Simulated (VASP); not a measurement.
A run of VASP 6.6.1 is set up as follows.

INCAR

```
ALGO = Fast
EDIFF = 1E-6
EDIFFG = -0.01
ENCUT = 600
GGA = PE
IBRION = 2
ISIF = 3
ISMEAR = 0
LASPH = T
LCHARG = F
LREAL = F
LWAVE = F
NELM = 60
NSW = 100
PREC = Accurate
SIGMA = 0.1
```

Contents of KPOINTS:

```
k-points
0
Gamma
  12 12 10
```

File POSCAR:

```
CuSn3
1.0
    5.2123108950      0.0000000000      0.0000000000
   -2.6061554475      4.5139936475      0.0000000000
    0.0000000000      0.0000000000      4.9707661845
Cu Sn
1 3
Direct
    0.0000000000      0.0000000000      0.5000000000
    0.3333333333      0.6666666667      0.5000000000
    0.6666666667      0.3333333333      0.5000000000
    0.0000000000      0.0000000000      0.0000000000
```

Potentials or basis: VASP PAW PBE potentials, release 64 (Cu, Sn_d).

The run is started by

```sh
$ cat potpaw_PBE.64/Cu/POTCAR potpaw_PBE.64/Sn_d/POTCAR > POTCAR
$ mpirun -np 1 vasp_std > vasp.out
```

Problem. Estimate the relaxed volume.

Solution. 29.10 Å³/atom.

Problem. Estimate the band gap on the k mesh.

Solution. Zero (an odd number of electrons rules out a gap without spin polarisation).

Problem. Estimate the space group after relaxing (to 0.1 Å).

Solution. P6/mmm (No. 191).

Problem. What does it give for the relaxed cell?

Solution. a = 5.192 Å, b = 5.192 Å, c = 4.986 Å, α = 90.00°, β = 90.00°, γ = 120.00°.

Step by step:
```tsv
step	energy change (eV)	largest force (eV/Å)	pressure (GPa)	volume (Å³)
1	0.0000	0.0000	-0.14	116.95
2	-0.0011	0.0000	0.09	116.52
3	-0.0011	0.0000	0.10	116.48
4	-0.0011	0.0000	-0.01	116.40
```

Caveat: spin-orbit coupling is left out, which moves the levels of the heavy elements.
